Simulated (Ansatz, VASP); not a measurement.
**Two plane-wave programs on Sn**

```
CELL_PARAMETERS angstrom
0.00000 3.23334 3.23334
3.23334 0.00000 3.23334
3.23334 3.23334 0.00000
ATOMIC_POSITIONS crystal
Sn 0.75000 0.75000 0.75000
Sn 0.50000 0.50000 0.50000
```

Alike in both runs: functional r2SCAN; k mesh 5 × 5 × 5; occupations fermi-dirac, width 0.05 eV; non-collinear spin, spin-orbit coupling.

|  | VASP | Ansatz |
| --- | --- | --- |
| version | VASP 6.6.1 | Ansatz 0.2.0 |
| potentials or method | VASP PAW PBE potentials, release 64 (Sn_d) | Ansatz PAW |
| plane-wave cutoff (eV) | 520 | 500 |
| valence electrons in the cell | 28 | 28 |
| task | single point | band structure |

```tsv
	VASP	Ansatz	Ansatz less VASP
pressure (GPa)	2.4	2.4	-0.01
net moment per atom (μB)	0.00	0.00	0.000
```

VASP's potentials were made for PBE, not for r2SCAN. With one functional, cell and mesh, what is left measures potentials, basis and numerics.
